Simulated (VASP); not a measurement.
Write the native input for VASP 6.6.1 that does the following.

```
Task                   : relaxation of cell and atoms
Functional             : PBE
Potentials or basis    : VASP PAW PBE potentials, release 64 (Hf_pv, O)
Cutoff                 : 600 eV
k mesh                 : 11 × 11 × 11
Occupations            : fermi-dirac, width 0.1 eV
Spin                   : no spin polarisation
Target pressure        : 32 GPa
Dipole correction      : no
Further INCAR settings : ALGO = Normal; EDIFF = 1e-06; IBRION = 2; EDIFFG = -0.005; NSW = 60; ISIF = 3
```

The structure of HfO2 (fluorite type) lies in POSCAR:

```
HfO2
1.0
    0.0000000000      2.4607736906      2.4607736906
    2.4607736906      0.0000000000      2.4607736906
    2.4607736906      2.4607736906      0.0000000000
Hf O
1 2
Direct
    0.0000000000      0.0000000000      0.0000000000
    0.2500000000      0.2500000000      0.2500000000
    0.7500000000      0.7500000000      0.7500000000
```

One way to write it, as run:

INCAR

```
SYSTEM = HfO2
  ALGO = Normal
  EDIFF = 1E-6
  EDIFFG = -0.005
  ENCUT = 600
  GGA = PE
  IBRION = 2
  ISIF = 3
  ISMEAR = -1
  LASPH = .TRUE.
  LCHARG = .FALSE.
  LREAL = .FALSE.
  LWAVE = .FALSE.
  NELM = 60
  NSW = 60
  PREC = Accurate
  PSTRESS = 320.0
  SIGMA = 0.1
```

KPOINTS

```
k-points
0
G
  11 11 11
  0 0 0
```

Potentials or basis: VASP PAW PBE potentials, release 64 (Hf_pv, O).

The run is started by

```bash
$ cat potpaw_PBE.64/Hf_pv/POTCAR potpaw_PBE.64/O/POTCAR > POTCAR
$ mpirun -np 1 vasp_std > vasp.out
```

Results of the run:

```
Relaxed volume                                         : 9.81 Å³/atom
Relaxed cell                                           : a = 3.466 Å, b = 3.466 Å, c = 3.466 Å, α = 60.00°, β = 60.00°, γ = 60.00°
Space group after relaxing (to 0.05 Å)                 : Fm-3m (No. 225)
Energy change on relaxing (the enthalpy is what falls) : +22.2 meV/atom
Ionic steps                                            : 3
Pressure after relaxing                                : 32.0 GPa
Band gap on the k mesh                                 : 4.15 eV, indirect (least direct gap 4.25 eV)
```

Caveat: the cell is relaxed towards a set pressure, so the enthalpy falls and the energy may rise; spin-orbit coupling is left out, which moves the levels of the heavy elements.

Wall time 87 s on 1 thread of Intel(R) Xeon(R) Platinum 8375C CPU @ 2.90GHz (Ice Lake), on a shared host, peak memory 0.19 GiB.
